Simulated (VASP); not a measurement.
Write the native input for VASP 6.6.1 that does the following.

```yaml
Task: single point
Functional: PBEsol
Potentials_or_basis: VASP PAW PBE potentials, release 64 (Cr_pv)
Cutoff: 520 eV
k_mesh: 12 × 12 × 12
Occupations: fermi-dirac, width 0.05 eV
Spin: collinear spin, ferromagnetic start
Starting_moments: "[-1.14] μB"
Dipole_correction: no
Further_INCAR_settings: ALGO = Fast; EDIFF = 1e-06; NBANDS = 16
```

The structure of Cr lies in POSCAR:

```
Cr
1.0
   -1.4844496776      1.4844496776      1.4844496776
    1.4844496776     -1.4844496776      1.4844496776
    1.4844496776      1.4844496776     -1.4844496776
Cr
1
Direct
    0.0000000000      0.0000000000      0.0000000000
```

These files were run (other wordings do the same):

INCAR

```
ALGO = Fast ; EDIFF = 1E-6
ENCUT = 520 ; GGA = PS
ISIF = 2 ; ISMEAR = -1
ISPIN = 2 ; LASPH = True
LCHARG = False ; LMAXMIX = 4
LORBIT = 11 ; LREAL = False
LWAVE = False ; MAGMOM = -1.14
NBANDS = 16 ; NELM = 150
PREC = Accurate ; SIGMA = 0.05
```

KPOINTS

```
k-points
0
Gamma
  12 12 12
```

Potentials or basis: VASP PAW PBE potentials, release 64 (Cr_pv).

Launch:

```console
$ cat potpaw_PBE.64/Cr_pv/POTCAR > POTCAR
$ mpirun -np 1 vasp_std > vasp.out
```

Results of the run:

| Quantity | Value |
| --- | --- |
| Pressure | -32.7 GPa |
| Band gap on the k mesh | zero (filled and empty bands overlap) |
| Net moment | 0.00 μB per cell |
| Valence electrons inside the program's atomic spheres | Cr 10.81 |

Caveat: the PAW data sets were made with another functional, which shifts forces and pressure a little.

It took 24 s on 1 thread of Intel(R) Xeon(R) Platinum 8259CL CPU @ 2.50GHz (Skylake/Cascade Lake), on a shared host, peak memory 0.14 GiB.
